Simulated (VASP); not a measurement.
# Ga3B2As (P4/mmm) in VASP: notebook

Runs on Ga3B2As. Level: PBE. Tasks: single point.

All numbers are computed with VASP 6.6.1; they aren't measurements. Logs are shortened: lines on timing, memory, paths and dates and some standing lists are left out, and cuts for length are marked.

### Step 1. The cell of the first run

The structure is tetragonal, space group P4/mmm (No. 123). Conventional cell: a = 3.219 Å, b = 3.219 Å, c = 8.618 Å, α = 90.00°, β = 90.00°, γ = 90.00°. Within 3.5 Å of Ga (site symmetry 4mm) lie 6 Ga at 2.59 to 3.44 Å and 4 As at 2.85 Å and 4 B at 2.89 Å. Ga (site symmetry 4/mmm) has 8 B at 2.42 Å and 6 Ga at 2.59 to 3.22 Å within 3.3 Å. B (site symmetry 4mm) has 1 B at 1.63 Å within 2.2 Å. As (site symmetry 4/mmm) has 8 Ga at 2.85 Å and 4 As at 3.22 Å and 2 B at 3.50 Å within 3.8 Å.

The cell was built from a structure type or drawn by symmetry, and may not be a known phase.

### Step 2. Single point, PBE

INCAR

```
PREC = Accurate ; ENCUT = 520
EDIFF = 1E-6 ; ISMEAR = 0
SIGMA = 0.1 ; LREAL = False
LASPH = True ; NELM = 60
ALGO = Normal ; ISIF = 2
LWAVE = False ; LCHARG = True
GGA = PE ; LELF = True
LVHAR = True ; NBANDS = 34
```

KPOINTS

```
regular mesh
0
Gamma
  6 6 2
```

POSCAR

```
Ga3B2As
1.0
    3.2189702601      0.0000000000      0.0000000000
    0.0000000000      3.2189702601      0.0000000000
    0.0000000000      0.0000000000      8.6180079301
Ga B As
3 2 1
Direct
    0.5000000000      0.5000000000      0.1998397093
    0.5000000000      0.5000000000      0.5000000000
    0.5000000000      0.5000000000      0.8001602907
    0.0000000000      0.0000000000      0.4057136094
    0.0000000000      0.0000000000      0.5942863906
    0.0000000000      0.0000000000      0.0000000000
```

Potentials or basis: VASP PAW PBE potentials, release 64 (Ga_d, B, As).

The run is started by

```console
cat potpaw_PBE.64/Ga_d/POTCAR potpaw_PBE.64/B/POTCAR potpaw_PBE.64/As/POTCAR > POTCAR
mpirun -np 1 vasp_std > vasp.out
```

OUTCAR:

```text
PREC = Accurate
   ENCUT = 520
   EDIFF = 1E-6
   ISMEAR = 0
   LREAL = False
   LASPH = True
   NELM = 60
   ISIF = 2
   GGA = PE

 ion  position               nearest neighbor table
   1  0.500  0.500  0.200-   2 2.59   6 2.85   6 2.85   6 2.85   6 2.85
   2  0.500  0.500  0.500-   4 2.42   5 2.42   4 2.42   5 2.42   4 2.42   5 2.42   4 2.42   5 2.42
                             1 2.59   3 2.59
   3  0.500  0.500  0.800-   2 2.59   6 2.85   6 2.85   6 2.85   6 2.85
   4  0.000  0.000  0.406-   5 1.63   2 2.42   2 2.42   2 2.42   2 2.42
   5  0.000  0.000  0.594-   4 1.63   2 2.42   2 2.42   2 2.42   2 2.42
   6  0.000  0.000  0.000-   1 2.85   3 2.85   1 2.85   3 2.85   1 2.85   3 2.85   1 2.85   3 2.85

  LATTYP: Found a simple tetragonal cell.
 ALAT       =     3.2189702601
 C/A-ratio  =     2.6772561514

  Lattice vectors:

 A1 = (   3.2189702601,   0.0000000000,   0.0000000000)
 A2 = (   0.0000000000,   3.2189702601,   0.0000000000)
 A3 = (   0.0000000000,   0.0000000000,   8.6180079301)

Analysis of symmetry for initial positions (statically):
=====================================================================
 Subroutine PRICEL returns:
 Original cell was already a primitive cell.

 Routine SETGRP: Setting up the symmetry group for a
 simple tetragonal supercell.

 Subroutine GETGRP returns: Found 16 space group operations
 (whereof 16 operations were pure point group operations)
 out of a pool of 16 trial point group operations.

The static configuration has the point symmetry D_4h.

Analysis of symmetry for dynamics (positions and initial velocities):
=====================================================================
 Subroutine PRICEL returns:
 Original cell was already a primitive cell.

 Routine SETGRP: Setting up the symmetry group for a
 simple tetragonal supercell.

 Subroutine GETGRP returns: Found 16 space group operations
 (whereof 16 operations were pure point group operations)
 out of a pool of 16 trial point group operations.

The dynamic configuration has the point symmetry D_4h.

 Subroutine INISYM returns: Found 16 space group operations
 (whereof 16 operations are pure point group operations),
 and found     1 'primitive' translations

----------------------------------------------------------------------------------------

                                     Primitive cell

  volume of cell :      89.2978

  direct lattice vectors                    reciprocal lattice vectors
     3.218970260  0.000000000  0.000000000     0.310658353  0.000000000  0.000000000
     0.000000000  3.218970260  0.000000000     0.000000000  0.310658353  0.000000000
     0.000000000  0.000000000  8.618007930     0.000000000  0.000000000  0.116036097

  length of vectors
     3.218970260  3.218970260  8.618007930     0.310658353  0.310658353  0.116036097

  position of ions in fractional coordinates (direct lattice)
     0.500000000  0.500000000  0.199839709
     0.500000000  0.500000000  0.500000000
     0.500000000  0.500000000  0.800160291
     0.000000000  0.000000000  0.405713609
     0.000000000  0.000000000  0.594286391
     0.000000000  0.000000000  0.000000000

  ion indices of the primitive-cell ions
   primitive index   ion index
                 1           1
                 2           2
                 3           3
                 4           4
                 5           5
                 6           6

----------------------------------------------------------------------------------------

 KPOINTS: regular mesh

Automatic generation of k-mesh.
 Grid dimensions read from file:
 generate k-points for:    6    6    2

 Generating k-lattice:

  Cartesian coordinates                     Fractional coordinates (reciprocal lattice)
     0.051776392  0.000000000  0.000000000     0.166666667  0.000000000  0.000000000
     0.000000000  0.051776392  0.000000000     0.000000000  0.166666667  0.000000000
     0.000000000  0.000000000  0.058018048     0.000000000  0.000000000  0.500000000

  Length of vectors
     0.051776392  0.051776392  0.058018048

  Shift w.r.t. Gamma in fractional coordinates (k-lattice)
     0.000000000  0.000000000  0.000000000

 Subroutine IBZKPT returns following result:
 ===========================================

 Found     20 irreducible k-points:

 Following reciprocal coordinates:
            Coordinates               Weight
  0.000000  0.000000  0.000000      1.000000
  0.166667  0.000000  0.000000      4.000000
  0.333333  0.000000  0.000000      4.000000
  0.500000  0.000000  0.000000      2.000000
  0.166667  0.166667  0.000000      4.000000
  0.333333  0.166667  0.000000      8.000000
[... 12 lines left out ...]
  0.500000  0.333333  0.500000      4.000000
  0.500000  0.500000  0.500000      1.000000
   k-points           NKPTS =     20   k-points in BZ     NKDIM =     20   number of bands    NBANDS=     34
   number of dos      NEDOS =    301   number of ions     NIONS =      6
   total plane-waves  NPLWV =  36864
   dimension x,y,z NGX =    24 NGY =   24 NGZ =   64
   dimension x,y,z NGXF=    48 NGYF=   48 NGZF=  128
   ions per type =               3   2   1
   NGX,Y,Z   is equivalent  to a cutoff of  12.39, 12.39, 12.35 a.u.
   NGXF,Y,Z  is equivalent  to a cutoff of  24.79, 24.79, 24.69 a.u.
 SYSTEM =  unknown system
   PREC   = accura    normal or accurate (medium, high low for compatibility)
   ISTART =      0    job   : 0-new  1-cont  2-samecut
   ICHARG =      2    charge: 1-file 2-atom 10-const
   ISPIN  =      1    spin polarized calculation?
   LNONCOLLINEAR =      F non collinear calculations
   LSORBIT =      F    spin-orbit coupling
   LASPH  =      T    aspherical Exc in radial PAW
   ENCUT  =  520.0 eV  38.22 Ry    6.18 a.u.   5.99  5.99 16.02*2*pi/ulx,y,z
   NELM   =     60;   NELMIN=  2; NELMDL= -5     # of ELM steps
   EDIFF  = 0.1E-05   stopping-criterion for ELM
   LREAL  =      F    real-space projection
   EDIFFG = 0.1E-04   stopping-criterion for IOM
   NSW    =      0    number of steps for IOM
   IBRION =     -1    ionic relax: 0-MD 1-quasi-New 2-CG
   NFREE  =      0    steps in history (QN), initial steepest desc. (CG)
   ISIF   =      2    stress and relaxation
   ISYM   =      2    0-nonsym 1-usesym 2-fastsym
   POTIM  = 0.5000    time-step for ionic-motion
   TEBEG  =    0.0;   TEEND  =   0.0 temperature during run
   PSTRESS=    0.0 pullay stress
   NELECT =      50.0000    total number of electrons
   NUPDOWN=      -1.0000    fix difference up-down
   EMIN   =  10.00;   EMAX   =-10.00  energy-range for DOS
   EFERMI =   0.00;   METHOD = LEGACY
   ISMEAR =     0;   SIGMA  =   0.10  broadening in eV -4-tet -1-fermi 0-gaus
   EFERMI_NEDOS =   21; number of points for ismear=-14 and -15
   IALGO  =     38    algorithm
   IMIX   =      4    mixing-type and parameters
     AMIX     =   0.40;   BMIX     =  1.00
     AMIX_MAG =   1.60;   BMIX_MAG =  1.00
  volume/ion in A,a.u.               =      14.88       100.44
  Fermi-wavevector in a.u.,A,eV,Ry     =   1.349329  2.549862 24.771979  1.820689
  Thomas-Fermi vector in A             =   2.476925
   LORBIT       =      0    0 simple, 1 ext, 2 COOP (PROOUT), +10 PAW based schemes
   GGA     = PE    functional components
   LHFCALC =     F    Hartree Fock is set to
   AEXX    =    0.0000 exact exchange contribution
   IVDW    =     0    specifies the selected vdW correction
   LEPSILON=     F    determine dielectric tensor
   LRPA    =     F    only Hartree local field effects (RPA)
 non-spin polarized calculation
 Gauss-broadening in eV      SIGMA  =   0.10
  energy-cutoff  :      520.00
  volume of cell :       89.30
 maximum number of plane-waves:      2428
 NGX is ok and might be reduce to    24
   NGX = 11   NGY = 11   NGZ = 33

 number of electron      50.0000026 magnetization

 Free energy of the ion-electron system (eV)
  ---------------------------------------------------
  ext. energy  EPLUGINS =         0.00000000
  ---------------------------------------------------
  free energy    TOTEN  =       -22.51784798 eV

  energy without entropy =      -22.49853373  energy(sigma->0) =      -22.50819085

 E-fermi :   5.9329     XC(G=0): -11.1919

 val. band max:        5.8399324367   @ k =   0.5000   0.5000   0.0000
 cond. band min:       5.9446926851   @ k =   0.3333   0.0000   0.0000
 fundamental gap:      0.1047602484
 Fermi energy:         5.9328912930

 k-point     1 :       0.0000    0.0000    0.0000
  band No.  band energies     occupation
      1      -9.3156      2.00000
      2      -9.0998      2.00000
      3      -9.0727      2.00000
      4      -9.0727      2.00000
      5      -9.0233      2.00000
      6      -9.0213      2.00000
[... 26 lines left out ...]
     33      12.7175      0.00000
     34      13.3155      0.00000

 k-point     2 :       0.1667    0.0000    0.0000
  band No.  band energies     occupation
      1      -9.2983      2.00000
      2      -9.0984      2.00000
      3      -9.0784      2.00000
      4      -9.0692      2.00000
      5      -9.0047      2.00000
      6      -9.0042      2.00000
[... 26 lines left out ...]
     33      12.7946      0.00000
     34      13.4835      0.00000

 k-point     3 :       0.3333    0.0000    0.0000
  band No.  band energies     occupation
      1      -9.2719      2.00000
      2      -9.1475      2.00000
      3      -9.0622      2.00000
      4      -9.0505      2.00000
      5      -9.0407      2.00000
      6      -9.0165      2.00000
[... 26 lines left out ...]
     33      12.6576      0.00000
     34      13.6814      0.00000

 k-point     4 :       0.5000    0.0000    0.0000
  band No.  band energies     occupation
      1      -9.2613      2.00000
      2      -9.1712      2.00000
      3      -9.0732      2.00000
      4      -9.0586      2.00000
      5      -9.0447      2.00000
      6      -9.0219      2.00000
[... 26 lines left out ...]
     33      12.5283      0.00000
     34      12.8477      0.00000

 k-point     5 :       0.1667    0.1667    0.0000
  band No.  band energies     occupation
      1      -9.2842      2.00000
      2      -9.0971      2.00000
      3      -9.0915      2.00000
      4      -9.0538      2.00000
      5      -9.0398      2.00000
      6      -8.9795      2.00000
[... 473 lines left out ...]
 k-point    18 :       0.3333    0.3333    0.5000
  band No.  band energies     occupation
      1      -9.2317      2.00000
      2      -9.1948      2.00000
      3      -9.1445      2.00000
      4      -9.1352      2.00000
      5      -9.0020      2.00000
      6      -8.9687      2.00000
[... 26 lines left out ...]
     33      10.7531      0.00000
     34      12.0762      0.00000

 k-point    19 :       0.5000    0.3333    0.5000
  band No.  band energies     occupation
      1      -9.2410      2.00000
      2      -9.2210      2.00000
      3      -9.1639      2.00000
      4      -9.1325      2.00000
      5      -9.0215      2.00000
      6      -8.9855      2.00000
[... 26 lines left out ...]
     33      11.1710      0.00000
     34      11.2979      0.00000

 k-point    20 :       0.5000    0.5000    0.5000
  band No.  band energies     occupation
      1      -9.2903      2.00000
      2      -9.2144      2.00000
      3      -9.1556      2.00000
      4      -9.1556      2.00000
      5      -9.0430      2.00000
      6      -9.0044      2.00000
[... 26 lines left out ...]
     33      12.0627      0.00000
     34      12.0627      0.00000

------------------------ aborting loop because EDIFF is reached ----------------------------------------

  FORCE on cell =-STRESS in cart. coord.  units (eV):
  Direction    XX          YY          ZZ          XY          YZ          ZX
  --------------------------------------------------------------------------------------
  -------------------------------------------------------------------------------------
  Total        0.0723888      0.0723888     -0.0140160      0.0000000     -0.0000000      0.0000000
  in kB        1.2987960      1.2987960     -0.2514747      0.0000000     -0.0000000      0.0000000
  external PRESSURE =       0.7820391 kB  Pullay stress =       0.0000000 kB

 VOLUME and BASIS-vectors are now :
 -----------------------------------------------------------------------------
  energy-cutoff  :      520.00
  volume of cell :       89.30
      direct lattice vectors                 reciprocal lattice vectors
     3.218970260  0.000000000  0.000000000     0.310658353  0.000000000  0.000000000
     0.000000000  3.218970260  0.000000000     0.000000000  0.310658353  0.000000000
     0.000000000  0.000000000  8.618007930     0.000000000  0.000000000  0.116036097

 POSITION                                       TOTAL-FORCE (eV/Angst)
 -----------------------------------------------------------------------------------
      1.60949      1.60949      1.72222         0.000000      0.000000      0.014705
      1.60949      1.60949      4.30900         0.000000      0.000000     -0.000000
      1.60949      1.60949      6.89579         0.000000     -0.000000     -0.014705
      0.00000      0.00000      3.49644         0.000000      0.000000     -0.038255
      0.00000      0.00000      5.12156         0.000000      0.000000      0.038255
      0.00000      0.00000      0.00000         0.000000      0.000000     -0.000000
 -----------------------------------------------------------------------------------
    total drift:                                0.000000     -0.000000      0.000000

  FREE ENERGIE OF THE ION-ELECTRON SYSTEM (eV)
  ---------------------------------------------------
  free  energy   TOTEN  =       -22.5178479775 eV

  energy  without entropy=      -22.4985337269  energy(sigma->0) =      -22.50819085
```

Run time: 25 s. Hardware: 1 thread of Intel Xeon 6975P-C (Granite Rapids), shared host; peak memory 0.21 GiB.

Results:

```yaml
Free_energy: -22.5178 eV
Pressure: 0.1 GPa
Largest_force: 0.038 eV/Å
Band_gap_on_the_k_mesh: zero (bands 25 and 26 overlap by 2.78 eV)
```

Forces in eV/Å, atoms in the order of the input:
```
Ga   0.000  0.000  0.015
Ga   0.000  0.000  0.000
Ga   0.000  0.000 -0.015
B    0.000  0.000 -0.038
B    0.000  0.000  0.038
As   0.000  0.000  0.000
```

Stress tensor (GPa, compression positive):
```
 0.13  0.00  0.00
 0.00  0.13  0.00
 0.00  0.00 -0.03
```

Caveat: the k points lie up to 0.36 Å⁻¹ apart, too coarse for converged energies and pressures of a metal.

### Step 3. Single point, PBE

This run uses another cell than the first one, of 19.07 Å³/atom.

INCAR

```
ALGO = Normal
EDIFF = 1E-6
ENCUT = 520
GGA = PE
ISIF = 2
ISMEAR = 0
LASPH = T
LCHARG = F
LREAL = F
LWAVE = F
NBANDS = 34
NELM = 60
PREC = Accurate
SIGMA = 0.1
```

KPOINTS

```
k-points
0
Gamma
  6 6 2
```

POSCAR

```
Ga3B2As
1.0
    3.3061947300      0.0000000000      0.0000000000
    0.0000000000      3.3061947300      0.0000000000
    0.0000000000      0.0000000000     10.4691109100
Ga B As
3 2 1
Direct
    0.5000000000      0.5000000000      0.1787200000
    0.5000000000      0.5000000000      0.5000000000
    0.5000000000      0.5000000000      0.8212800000
    0.0000000000      0.0000000000      0.3334420000
    0.0000000000      0.0000000000      0.6665580000
    0.0000000000      0.0000000000      0.0000000000
```

Potentials or basis: VASP PAW PBE potentials, release 64 (Ga_d, B, As).

The run is started by

```console
cat potpaw_PBE.64/Ga_d/POTCAR potpaw_PBE.64/B/POTCAR potpaw_PBE.64/As/POTCAR > POTCAR
mpirun -np 1 vasp_std > vasp.out
```

OUTCAR:

```text
EDIFF = 1E-6
   ENCUT = 520
   GGA = PE
   ISIF = 2
   ISMEAR = 0
   LASPH = T
   LREAL = F
   NELM = 60
   PREC = Accurate

 ion  position               nearest neighbor table
   1  0.500  0.500  0.179-
   2  0.500  0.500  0.500-
   3  0.500  0.500  0.821-
   4  0.000  0.000  0.333-
   5  0.000  0.000  0.667-
   6  0.000  0.000  0.000-
[... 939 lines left out ...]
  Direction    XX          YY          ZZ          XY          YZ          ZX
  --------------------------------------------------------------------------------------
  -------------------------------------------------------------------------------------
  Total       -7.1866723     -7.1866723     -8.2108123      0.0000000      0.0000000      0.0000000
  in kB     -100.6170927   -100.6170927   -114.9555777      0.0000000      0.0000000      0.0000000
  external PRESSURE =    -105.3965877 kB  Pullay stress =       0.0000000 kB

 VOLUME and BASIS-vectors are now :
 -----------------------------------------------------------------------------
  energy-cutoff  :      520.00
  volume of cell :      114.44
      direct lattice vectors                 reciprocal lattice vectors
     3.306194730  0.000000000  0.000000000     0.302462523  0.000000000  0.000000000
     0.000000000  3.306194730  0.000000000     0.000000000  0.302462523  0.000000000
     0.000000000  0.000000000 10.469110910     0.000000000  0.000000000  0.095519095

 POSITION                                       TOTAL-FORCE (eV/Angst)
 -----------------------------------------------------------------------------------
      1.65310      1.65310      1.87104        -0.000000      0.000000      0.657681
      1.65310      1.65310      5.23456        -0.000000     -0.000000      0.000000
      1.65310      1.65310      8.59807        -0.000000     -0.000000     -0.657681
      0.00000      0.00000      3.49084        -0.000000      0.000000     -0.096803
      0.00000      0.00000      6.97827         0.000000      0.000000      0.096803
      0.00000      0.00000      0.00000        -0.000000     -0.000000      0.000000
 -----------------------------------------------------------------------------------
    total drift:                                0.000000      0.000000     -0.000000

  FREE ENERGIE OF THE ION-ELECTRON SYSTEM (eV)
  ---------------------------------------------------
  free  energy   TOTEN  =       -19.7868289770 eV

  energy  without entropy=      -19.7691342983  energy(sigma->0) =      -19.77798164
```

stdout:

```text
POSCAR found type information on POSCAR GaB As
 POSCAR found :  3 types and       6 ions
 scaLAPACK will be used
 LDA part: xc-table for (Slater+PW92), standard interpolation
 POSCAR, INCAR and KPOINTS ok, starting setup
 FFT: planning ... GRIDC
 FFT: planning ... GRID_SOFT
 FFT: planning ... GRID
 WAVECAR not read
 entering main loop
```

It took 42 s on 1 thread of Intel Xeon 6975P-C (Granite Rapids), shared host; peak memory 0.26 GiB.

What came out:

```
Free energy            : -19.7868 eV
Pressure               : -10.5 GPa
Largest force          : 0.658 eV/Å
Band gap on the k mesh : zero (bands 25 and 26 overlap by 3.69 eV)
```

Forces in eV/Å, atoms in the order of the input:
```
Ga   0.000  0.000  0.658
Ga   0.000  0.000  0.000
Ga   0.000  0.000 -0.658
B    0.000  0.000 -0.097
B    0.000  0.000  0.097
As   0.000  0.000  0.000
```

Stress tensor (GPa, compression positive):
```
-10.06   0.00   0.00
  0.00 -10.06   0.00
  0.00   0.00 -11.50
```

Caveat: the cell stands under tension.
